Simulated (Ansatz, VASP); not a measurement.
**Cd: VASP beside Ansatz**

The input INCAR:

```
PREC = Accurate
ENCUT = 540
EDIFF = 1E-6
ISMEAR = 0
SIGMA = 0.06
LREAL = F
LASPH = T
NELM = 200
ALGO = Normal
ISIF = 2
LWAVE = F
LCHARG = F
LDAU = T
LDAUTYPE = 2
LDAUL = 2
LDAUU = 8.4
LDAUJ = 0
LDAUPRINT = 1
GGA = PE
NBANDS = 27
GGA_COMPAT = F
```

KPOINTS

```
Automatic mesh
0
Gamma
  6 6 4
```

File POSCAR:

```
Cd
1.0
    2.9788725081      0.0000000000      0.0000000000
   -1.4894362540      2.5797792666      0.0000000000
    0.0000000000      0.0000000000      5.6176500000
Cd
2
Direct
    0.3333333333      0.6666666667      0.2500000000
    0.6666666667      0.3333333333      0.7500000000
```

Input for Ansatz:

```yaml
crystal:
  lattice:
    - [2.9788725081, 0.0, 0.0]
    - [-1.489436254, 2.5797792666, 0.0]
    - [0.0, 0.0, 5.61765]
  atoms:
    - { symbol: Cd, position: [0.3333333333, 0.6666666667, 0.25] }
    - { symbol: Cd, position: [0.6666666667, 0.3333333333, 0.75] }
basis:
  ecutwfc: 420
kpoints:
  mp_grid: { grid: [6, 6, 4] }
hamiltonian:
  xc: pbe
  hubbard: { sites: [{ species: Cd, l: d, u_eff: 8.4 }] }
scf:
  occupations: { method: gaussian, width: 0.06 }
output:
  forces: true
  stress: true
  eigenvalues: true
accuracy: high
```

Alike in both runs: task single point; functional PBE; k mesh 6 × 6 × 4; occupations gaussian, width 0.06 eV; no spin polarisation; Hubbard terms Cd d U = 8.4 eV.

|  | VASP | Ansatz |
| --- | --- | --- |
| version | VASP 6.6.1 | Ansatz 0.2.0 |
| potentials or method | VASP PAW PBE potentials, release 64 (Cd_sv_GW), cutoff 540 eV | scalar-relativistic, plane waves, PAW |
| valence electrons in the cell | 40 | 40 |

```csv
,VASP,Ansatz,Ansatz less VASP
gap on the k mesh at the Fermi level (eV),none,none,-
pressure (GPa),4.7,5.2,+0.55
"traceless stress, the component that is largest in VASP (GPa)",-1.23,-0.77,+0.465
```

The programs project onto different local orbitals, so the same U acts differently, and such runs can settle in different states. A gap of «none» marks a metal or a gap that the smearing closes. Ansatz's warnings: filled band counts differ across k points.

The k mesh is coarse, so the values compare programs but aren't converged.
